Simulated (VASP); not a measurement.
# Ru (P6_3/mmc) in VASP: a series of runs

Ru is run at these levels: r2SCAN; tasks: single point.

Everything below comes from runs of VASP 6.6.1. Logs are shortened: lines on timing, memory, paths and dates and some standing lists are left out, and cuts for length are marked.

## 1. The cell of the first run

Symmetry: P6_3/mmc, No. 194, hexagonal system. The conventional cell has a = 2.674 Å, b = 2.674 Å, c = 4.227 Å, α = 90.00°, β = 90.00°, γ = 120.00°. Within 3.5 Å of Ru (site symmetry -6m2) lie 12 Ru at 2.62 to 2.67 Å.

## 2. Single point, r2SCAN (13.08 Å³/atom)

Contents of POSCAR:

```
Ru
1.0
    2.6738073748      0.0000000000      0.0000000000
   -1.3369036874      2.3155851114      0.0000000000
    0.0000000000      0.0000000000      4.2267978006
Ru
2
Direct
    0.3333333333      0.6666666667      0.2500000000
    0.6666666667      0.3333333333      0.7500000000
```

Contents of INCAR.step1:

```
  PREC = Accurate
  ENCUT = 620
  ISMEAR = 0
  SIGMA = 0.1
  LREAL = False
  LASPH = True
  NELM = 120
  NBANDS = 23
  GGA = PE
  ALGO = Normal
  EDIFF = 1E-5
  LWAVE = True
  LCHARG = False
  GGA_COMPAT = False
```

Contents of INCAR.step2:

```
  PREC = Accurate
  ENCUT = 620
  EDIFF = 1E-6
  ISMEAR = 0
  SIGMA = 0.1
  LREAL = False
  LASPH = True
  NELM = 120
  ALGO = Normal
  ISIF = 2
  LWAVE = False
  LCHARG = False
  METAGGA = R2SCAN
  LMIXTAU = True
  NBANDS = 23
  ISTART = 1
  GGA_COMPAT = False
```

Contents of KPOINTS:

```
Automatic mesh
0
Gamma
  18 18 10
```

Potentials or basis: VASP PAW PBE potentials, release 64 (Ru_sv).

On the command line:

```
$ cat potpaw_PBE.64/Ru_sv/POTCAR > POTCAR
$ cp INCAR.step1 INCAR
$ mpirun -np 1 vasp_std > vasp.out
$ cp INCAR.step2 INCAR
$ mpirun -np 1 vasp_std > vasp.out
```

OUTCAR:

```text
PREC = Accurate
   ENCUT = 620
   EDIFF = 1E-6
   ISMEAR = 0
   LREAL = False
   LASPH = True
   NELM = 120
   ISIF = 2
   METAGGA = R2SCAN
   ISTART = 1

 ion  position               nearest neighbor table
   1  0.333  0.667  0.250-   2 2.62   2 2.62   2 2.62   2 2.62   2 2.62   2 2.62
   2  0.667  0.333  0.750-   1 2.62   1 2.62   1 2.62   1 2.62   1 2.62   1 2.62

  LATTYP: Found a hexagonal cell.
 ALAT       =     2.6738073748
 C/A-ratio  =     1.5808161203

  Lattice vectors:

 A1 = (   2.6738073748,   0.0000000000,   0.0000000000)
 A2 = (  -1.3369036874,   2.3155851114,   0.0000000000)
 A3 = (   0.0000000000,   0.0000000000,   4.2267978006)

Analysis of symmetry for initial positions (statically):
=====================================================================
 Subroutine PRICEL returns:
 Original cell was already a primitive cell.

 Routine SETGRP: Setting up the symmetry group for a
 hexagonal supercell.

 Subroutine GETGRP returns: Found 24 space group operations
 (whereof 12 operations were pure point group operations)
 out of a pool of 24 trial point group operations.

The static configuration has the point symmetry D_3d.
 The point group associated with its full space group is D_6h.

Analysis of symmetry for dynamics (positions and initial velocities):
=====================================================================
 Subroutine PRICEL returns:
 Original cell was already a primitive cell.

 Routine SETGRP: Setting up the symmetry group for a
 hexagonal supercell.

 Subroutine GETGRP returns: Found 24 space group operations
 (whereof 12 operations were pure point group operations)
 out of a pool of 24 trial point group operations.

The dynamic configuration has the point symmetry D_3d.
 The point group associated with its full space group is D_6h.

 Subroutine INISYM returns: Found 24 space group operations
 (whereof 12 operations are pure point group operations),
 and found     1 'primitive' translations

----------------------------------------------------------------------------------------

                                     Primitive cell

  volume of cell :      26.1699

  direct lattice vectors                    reciprocal lattice vectors
     2.673807375  0.000000000  0.000000000     0.373998520  0.215928146  0.000000000
    -1.336903687  2.315585111  0.000000000     0.000000000  0.431856292  0.000000000
     0.000000000  0.000000000  4.226797801     0.000000000  0.000000000  0.236585720

  length of vectors
     2.673807375  2.673807375  4.226797801     0.431856292  0.431856292  0.236585720

  position of ions in fractional coordinates (direct lattice)
     0.333333333  0.666666667  0.250000000
     0.666666667  0.333333333  0.750000000

  ion indices of the primitive-cell ions
   primitive index   ion index
                 1           1
                 2           2

----------------------------------------------------------------------------------------

 KPOINTS: Automatic mesh

Automatic generation of k-mesh.
 Grid dimensions read from file:
 generate k-points for:   18   18   10

 Generating k-lattice:

  Cartesian coordinates                     Fractional coordinates (reciprocal lattice)
     0.020777696  0.011996008  0.000000000     0.055555556 -0.000000000  0.000000000
     0.000000000  0.023992016  0.000000000     0.000000000  0.055555556  0.000000000
     0.000000000  0.000000000  0.023658572     0.000000000  0.000000000  0.100000000

  Length of vectors
     0.023992016  0.023992016  0.023658572

  Shift w.r.t. Gamma in fractional coordinates (k-lattice)
     0.000000000  0.000000000  0.000000000

 Subroutine IBZKPT returns following result:
 ===========================================

 Found    222 irreducible k-points:

 Following reciprocal coordinates:
            Coordinates               Weight
  0.000000  0.000000  0.000000      1.000000
  0.055556 -0.000000  0.000000      6.000000
  0.111111 -0.000000  0.000000      6.000000
  0.166667 -0.000000  0.000000      6.000000
  0.222222 -0.000000  0.000000      6.000000
  0.277778 -0.000000  0.000000      6.000000
[... 16 lines left out ...]
  0.333333  0.111111  0.000000     12.000000
  0.388889  0.111111  0.000000     12.000000
 [... further k-points ...]
   k-points           NKPTS =    222   k-points in BZ     NKDIM =    222   number of bands    NBANDS=     23
   number of dos      NEDOS =    301   number of ions     NIONS =      2
   total plane-waves  NPLWV =  20736
   dimension x,y,z NGX =    24 NGY =   24 NGZ =   36
   dimension x,y,z NGXF=    48 NGYF=   48 NGZF=   72
   ions per type =               2
   NGX,Y,Z   is equivalent  to a cutoff of  14.92, 14.92, 14.16 a.u.
   NGXF,Y,Z  is equivalent  to a cutoff of  29.84, 29.84, 28.32 a.u.
 SYSTEM =  unknown system
   PREC   = accura    normal or accurate (medium, high low for compatibility)
   ISTART =      1    job   : 0-new  1-cont  2-samecut
   ICHARG =      0    charge: 1-file 2-atom 10-const
   ISPIN  =      1    spin polarized calculation?
   LNONCOLLINEAR =      F non collinear calculations
   LSORBIT =      F    spin-orbit coupling
   LASPH  =      T    aspherical Exc in radial PAW
   ENCUT  =  620.0 eV  45.57 Ry    6.75 a.u.   5.43  5.43  8.58*2*pi/ulx,y,z
   NELM   =    120;   NELMIN=  2; NELMDL=  0     # of ELM steps
   EDIFF  = 0.1E-05   stopping-criterion for ELM
   LREAL  =      F    real-space projection
   EDIFFG = 0.1E-04   stopping-criterion for IOM
   NSW    =      0    number of steps for IOM
   IBRION =     -1    ionic relax: 0-MD 1-quasi-New 2-CG
   NFREE  =      0    steps in history (QN), initial steepest desc. (CG)
   ISIF   =      2    stress and relaxation
   ISYM   =      2    0-nonsym 1-usesym 2-fastsym
   POTIM  = 0.5000    time-step for ionic-motion
   TEBEG  =    0.0;   TEEND  =   0.0 temperature during run
   PSTRESS=    0.0 pullay stress
   NELECT =      32.0000    total number of electrons
   NUPDOWN=      -1.0000    fix difference up-down
   EMIN   =  10.00;   EMAX   =-10.00  energy-range for DOS
   EFERMI =   0.00;   METHOD = LEGACY
   ISMEAR =     0;   SIGMA  =   0.10  broadening in eV -4-tet -1-fermi 0-gaus
   EFERMI_NEDOS =   21; number of points for ismear=-14 and -15
   IALGO  =     38    algorithm
   IMIX   =      4    mixing-type and parameters
     AMIX     =   0.40;   BMIX     =  1.00
     AMIX_MAG =   1.60;   BMIX_MAG =  1.00
  volume/ion in A,a.u.               =      13.08        88.30
  Fermi-wavevector in a.u.,A,eV,Ry     =   1.750615  3.308183 41.697146  3.064654
  Thomas-Fermi vector in A             =   2.821300
   LORBIT       =      0    0 simple, 1 ext, 2 COOP (PROOUT), +10 PAW based schemes
   METAGGA = R2SCAN    functional components
   LHFCALC =     F    Hartree Fock is set to
   AEXX    =    0.0000 exact exchange contribution
   IVDW    =     0    specifies the selected vdW correction
   LEPSILON=     F    determine dielectric tensor
   LRPA    =     F    only Hartree local field effects (RPA)
 non-spin polarized calculation
 Gauss-broadening in eV      SIGMA  =   0.10
  energy-cutoff  :      620.00
  volume of cell :       26.17
 maximum number of plane-waves:       954
 NGX is ok and might be reduce to    24
   NGX = 11   NGY = 11   NGZ = 17

 number of electron      32.0000002 magnetization

 Free energy of the ion-electron system (eV)
  ---------------------------------------------------
  ext. energy  EPLUGINS =         0.00000000
  ---------------------------------------------------
  free energy    TOTEN  =       -50.91682682 eV

  energy without entropy =      -50.90841369  energy(sigma->0) =      -50.91262026

 E-fermi :  15.8061     XC(G=0): -15.8050

 val. band max:       15.7947149530   @ k =   0.1667  -0.0000   0.4000
 cond. band min:      15.8066854534   @ k =   0.1667   0.1111   0.3000
 fundamental gap:      0.0119705003
 Fermi energy:        15.8061479450

 k-point     1 :       0.0000    0.0000    0.0000
  band No.  band energies     occupation
      1     -59.6049      2.00000
      2     -59.3418      2.00000
      3     -29.4242      2.00000
      4     -28.2927      2.00000
      5     -28.2927      2.00000
      6     -28.0875      2.00000
[... 15 lines left out ...]
     22      31.3549      0.00000
     23      34.0372      0.00000

 k-point     2 :       0.0556   -0.0000    0.0000
  band No.  band energies     occupation
      1     -59.5991      2.00000
      2     -59.3395      2.00000
      3     -29.4114      2.00000
      4     -28.3202      2.00000
      5     -28.3020      2.00000
      6     -28.1161      2.00000
[... 15 lines left out ...]
     22      31.5783      0.00000
     23      34.1825      0.00000

 k-point     3 :       0.1111   -0.0000    0.0000
  band No.  band energies     occupation
      1     -59.5823      2.00000
      2     -59.3331      2.00000
      3     -29.3737      2.00000
      4     -28.3992      2.00000
      5     -28.3282      2.00000
      6     -28.1975      2.00000
[... 15 lines left out ...]
     22      32.1581      0.00000
     23      34.5633      0.00000

 k-point     4 :       0.1667   -0.0000    0.0000
  band No.  band energies     occupation
      1     -59.5561      2.00000
      2     -59.3237      2.00000
      3     -29.3134      2.00000
      4     -28.5202      2.00000
      5     -28.3673      2.00000
      6     -28.3200      2.00000
[... 15 lines left out ...]
     22      32.6383      0.00000
     23      34.8021      0.00000

 k-point     5 :       0.2222   -0.0000    0.0000
  band No.  band energies     occupation
      1     -59.5228      2.00000
      2     -59.3132      2.00000
      3     -29.2342      2.00000
      4     -28.6688      2.00000
      5     -28.4666      2.00000
      6     -28.4138      2.00000
[... 15 lines left out ...]
     22      31.8820      0.00000
     23      33.9772      0.00000

 k-point     6 :       0.2778   -0.0000    0.0000
  band No.  band energies     occupation
      1     -59.4857      2.00000
      2     -59.3034      2.00000
      3     -29.1414      2.00000
      4     -28.8266      2.00000
      5     -28.6185      2.00000
      6     -28.4619      2.00000
[... 15 lines left out ...]
     22      30.1407      0.00000
     23      32.9302      0.00000

 k-point     7 :       0.3333   -0.0000    0.0000
  band No.  band energies     occupation
      1     -59.4484      2.00000
      2     -59.2965      2.00000
      3     -29.0419      2.00000
      4     -28.9745      2.00000
      5     -28.7578      2.00000
      6     -28.5060      2.00000
[... 353 lines left out ...]
     22      31.9375      0.00000
     23      33.0176      0.00000

 k-point    21 :       0.2222    0.1111    0.0000
  band No.  band energies     occupation
      1     -59.4739      2.00000
      2     -59.3008      2.00000
      3     -29.1109      2.00000
      4     -28.8199      2.00000
      5     -28.6991      2.00000
      6     -28.4530      2.00000
[... 15 lines left out ...]
     22      30.0881      0.00000
     23      31.8269      0.00000

 k-point    22 :       0.2778    0.1111    0.0000
  band No.  band energies     occupation
      1     -59.4381      2.00000
      2     -59.2952      2.00000
      3     -29.0133      2.00000
      4     -28.9579      2.00000
      5     -28.7939      2.00000
      6     -28.5236      2.00000
[... 15 lines left out ...]
     22      28.2052      0.00000
     23      30.6105      0.00000

 k-point    23 :       0.3333    0.1111    0.0000
  band No.  band energies     occupation
      1     -59.4058      2.00000
      2     -59.2934      2.00000
      3     -29.0705      2.00000
      4     -28.9179      2.00000
      5     -28.8698      2.00000
      6     -28.5805      2.00000
[... 15 lines left out ...]
     22      27.8731      0.00000
     23      29.5092      0.00000

 k-point    24 :       0.3889    0.1111    0.0000
  band No.  band energies     occupation
      1     -59.3819      2.00000
      2     -59.2952      2.00000
      3     -29.1437      2.00000
      4     -28.9193      2.00000
      5     -28.8405      2.00000
      6     -28.6170      2.00000
[... 15 lines left out ...]
     22      28.7202      0.00000
     23      28.8800      0.00000

 [... further k-points ...]

------------------------ aborting loop because EDIFF is reached ----------------------------------------

  FORCE on cell =-STRESS in cart. coord.  units (eV):
  Direction    XX          YY          ZZ          XY          YZ          ZX
  --------------------------------------------------------------------------------------
  -------------------------------------------------------------------------------------
  Total        1.8328687      1.8328687      1.8401342     -0.0000000     -0.0000000      0.0000000
  in kB      112.2120775    112.2120775    112.6568849     -0.0000000     -0.0000000      0.0000000
  external PRESSURE =     112.3603467 kB  Pullay stress =       0.0000000 kB

 VOLUME and BASIS-vectors are now :
 -----------------------------------------------------------------------------
  energy-cutoff  :      620.00
  volume of cell :       26.17
      direct lattice vectors                 reciprocal lattice vectors
     2.673807375  0.000000000  0.000000000     0.373998520  0.215928146  0.000000000
    -1.336903687  2.315585111  0.000000000     0.000000000  0.431856292  0.000000000
     0.000000000  0.000000000  4.226797801     0.000000000  0.000000000  0.236585720

 POSITION                                       TOTAL-FORCE (eV/Angst)
 -----------------------------------------------------------------------------------
     -0.00000      1.54372      1.05670         0.000000     -0.000000      0.000000
      1.33690      0.77186      3.17010         0.000000      0.000000      0.000000
 -----------------------------------------------------------------------------------
    total drift:                               -0.000000      0.000000     -0.000000

  FREE ENERGIE OF THE ION-ELECTRON SYSTEM (eV)
  ---------------------------------------------------
  free  energy   TOTEN  =       -50.9168268237 eV

  energy  without entropy=      -50.9084136865  energy(sigma->0) =      -50.91262026
```

It took 5.6 min on 1 thread of AMD EPYC 9R45 (Zen 5), shared host; peak memory 0.23 GiB.

Results:

```yaml
Free_energy: -50.9168 eV
Pressure: 11.2 GPa
Band_gap_on_the_k_mesh: zero (bands 16 and 17 overlap by 3.44 eV)
```

Levels at points of the mesh, in eV from the Fermi level:
```
           k point  band 14  band 15  band 16  band 17  band 18  band 19
(0.00, 0.00, 0.00)    -2.10    -2.10    -1.54    -1.54     1.31     1.31
(0.50, 0.00, 0.00)    -1.93    -1.64     1.58     2.04     2.13     4.46
(0.00, 0.00, 0.50)    -3.03    -2.93    -2.93     0.61     0.61     0.61
(0.50, 0.00, 0.50)    -1.17     0.50     0.50     1.86     1.86     3.70
```

Caveat: the cell stands under pressure; the PAW data sets were made with another functional, which shifts forces and pressure a little.

## 3. Single point, r2SCAN

This run uses another cell than the first one, of 13.49 Å³/atom.

Contents of POSCAR:

```
Ru
1.0
    2.7023482492      0.0000000000      0.0000000000
   -1.3511741246      2.3403022337      0.0000000000
    0.0000000000      0.0000000000      4.2659655209
Ru
2
Direct
    0.3333333333      0.6666666667      0.2500000000
    0.6666666667      0.3333333333      0.7500000000
```

Contents of INCAR.step1:

```
SYSTEM = Ru
PREC = Accurate
ENCUT = 620
ISMEAR = 0
SIGMA = 0.15
LREAL = .FALSE.
LASPH = .TRUE.
NELM = 120
NBANDS = 23
GGA = PE
ALGO = Normal
EDIFF = 1E-5
LWAVE = .TRUE.
LCHARG = .FALSE.
GGA_COMPAT = .FALSE.
```

Contents of INCAR.step2:

```
SYSTEM = Ru
PREC = Accurate
ENCUT = 620
EDIFF = 1E-6
ISMEAR = 0
SIGMA = 0.15
LREAL = .FALSE.
LASPH = .TRUE.
NELM = 120
ALGO = Normal
ISIF = 2
LWAVE = .FALSE.
LCHARG = .FALSE.
METAGGA = R2SCAN
LMIXTAU = .TRUE.
NBANDS = 23
ISTART = 1
GGA_COMPAT = .FALSE.
```

Contents of KPOINTS:

```
regular mesh
0
G
  24 24 14
  0 0 0
```

Potentials or basis: VASP PAW PBE potentials, release 64 (Ru_sv).

On the command line:

```
$ cat potpaw_PBE.64/Ru_sv/POTCAR > POTCAR
$ cp INCAR.step1 INCAR
$ mpirun -np 1 vasp_std > vasp.out
$ cp INCAR.step2 INCAR
$ mpirun -np 1 vasp_std > vasp.out
```

It took 5.7 min on 1 thread of Intel Xeon 6975P-C (Granite Rapids), shared host; peak memory 0.4 GiB.

It converged, with:

```yaml
Free_energy: -50.9496 eV
Pressure: 0.2 GPa
Band_gap_on_the_k_mesh: zero (bands 16 and 17 overlap by 3.34 eV)
```

Stress tensor (GPa, compression positive):
```
 0.46  0.00  0.00
 0.00  0.46  0.00
 0.00  0.00 -0.30
```

Levels at points of the mesh, in eV from the Fermi level:
| k point | band 12 | band 13 | band 14 | band 15 | band 16 | band 17 | band 18 | band 19 | band 20 | band 21 |
| --- | --- | --- | --- | --- | --- | --- | --- | --- | --- | --- |
| (0.00, 0.00, 0.00) | -2.74 | -2.53 | -2.02 | -2.02 | -1.50 | -1.50 | 1.23 | 1.23 | 1.37 | 10.89 |
| (0.50, 0.00, 0.00) | -3.21 | -2.19 | -1.90 | -1.59 | 1.47 | 1.91 | 2.00 | 4.25 | 6.44 | 11.65 |
| (0.00, 0.00, 0.50) | -2.92 | -2.92 | -2.92 | -2.84 | -2.84 | 0.56 | 0.56 | 0.56 | 0.56 | 15.05 |
| (0.50, 0.00, 0.50) | -4.79 | -1.14 | -1.14 | 0.45 | 0.45 | 1.74 | 1.74 | 3.55 | 3.55 | 11.10 |

Caveat: the PAW data sets were made with another functional, which shifts forces and pressure a little.

## 4. Single point, r2SCAN (14.30 Å³/atom)

This run uses another cell than the first one, of 14.30 Å³/atom.

Contents of POSCAR:

```
Ru
1.0
    2.7582047206      0.0000000000      0.0000000000
   -1.3791023603      2.3886753569      0.0000000000
    0.0000000000      0.0000000000      4.3406307481
Ru
2
Direct
    0.3333333333      0.6666666667      0.2500000000
    0.6666666667      0.3333333333      0.7500000000
```

Contents of INCAR.step1:

```
  PREC = Accurate
  ENCUT = 620
  ISMEAR = 0
  SIGMA = 0.1
  LREAL = False
  LASPH = True
  NELM = 120
  NBANDS = 23
  GGA = PE
  ALGO = Normal
  EDIFF = 1E-5
  LWAVE = True
  LCHARG = False
  GGA_COMPAT = False
```

Contents of INCAR.step2:

```
  PREC = Accurate
  ENCUT = 620
  EDIFF = 1E-6
  ISMEAR = 0
  SIGMA = 0.1
  LREAL = False
  LASPH = True
  NELM = 120
  ALGO = Normal
  ISIF = 2
  LWAVE = False
  LCHARG = False
  METAGGA = R2SCAN
  LMIXTAU = True
  NBANDS = 23
  ISTART = 1
  GGA_COMPAT = False
```

Contents of KPOINTS:

```
Automatic mesh
0
Gamma
  18 18 10
```

On the command line:

```
$ cat potpaw_PBE.64/Ru_sv/POTCAR > POTCAR
$ cp INCAR.step1 INCAR
$ mpirun -np 1 vasp_std > vasp.out
$ cp INCAR.step2 INCAR
$ mpirun -np 1 vasp_std > vasp.out
```

Run time: 5.5 min. Hardware: 1 thread of AMD EPYC 9R45 (Zen 5), shared host; peak memory 0.24 GiB.

It converged, with:

```yaml
Free_energy: -50.8562 eV
Pressure: -17.0 GPa
Band_gap_on_the_k_mesh: zero (bands 16 and 17 overlap by 3.02 eV)
```

Levels at points of the mesh, in eV from the Fermi level:
| k point | band 12 | band 13 | band 14 | band 15 | band 16 | band 17 | band 18 | band 19 | band 20 | band 21 |
| --- | --- | --- | --- | --- | --- | --- | --- | --- | --- | --- |
| (0.00, 0.00, 0.00) | -2.49 | -2.27 | -1.83 | -1.83 | -1.39 | -1.39 | 1.15 | 1.15 | 1.36 | 10.23 |
| (0.50, 0.00, 0.00) | -2.94 | -2.00 | -1.79 | -1.44 | 1.33 | 1.74 | 1.84 | 3.94 | 6.01 | 11.14 |
| (0.00, 0.00, 0.50) | -2.67 | -2.67 | -2.67 | -2.62 | -2.62 | 0.52 | 0.52 | 0.52 | 0.52 | 15.02 |
| (0.50, 0.00, 0.50) | -4.36 | -1.04 | -1.04 | 0.43 | 0.43 | 1.58 | 1.58 | 3.34 | 3.34 | 10.41 |

Caveat: the cell stands under tension; the PAW data sets were made with another functional, which shifts forces and pressure a little.

## 5. Summary

```tsv
cell	k mesh	smearing	gap on the mesh (eV)	pressure (GPa)
a = 2.674, b = 2.674, c = 4.227 Å, angles 90.0, 90.0, 120.0°, 2 atoms	18 × 18 × 10	gaussian 0.1 eV	none	11.2
a = 2.702, b = 2.702, c = 4.266 Å, angles 90.0, 90.0, 120.0°, 2 atoms	24 × 24 × 14	gaussian 0.15 eV	none	0.2
a = 2.758, b = 2.758, c = 4.341 Å, angles 90.0, 90.0, 120.0°, 2 atoms	18 × 18 × 10	gaussian 0.1 eV	none	-17.0
```

Alike in all rows: task single point; level r2SCAN; potentials or basis VASP PAW PBE potentials, release 64 (Ru_sv); no spin polarisation; cutoff (eV) 620.

Caveats: the PAW data sets were made with another functional, which shifts forces and pressure a little; the cell stands under pressure (at least some runs); the cell stands under tension (at least some runs).

Total energies depend on the potentials used, so only differences within one code and one set of settings carry meaning.
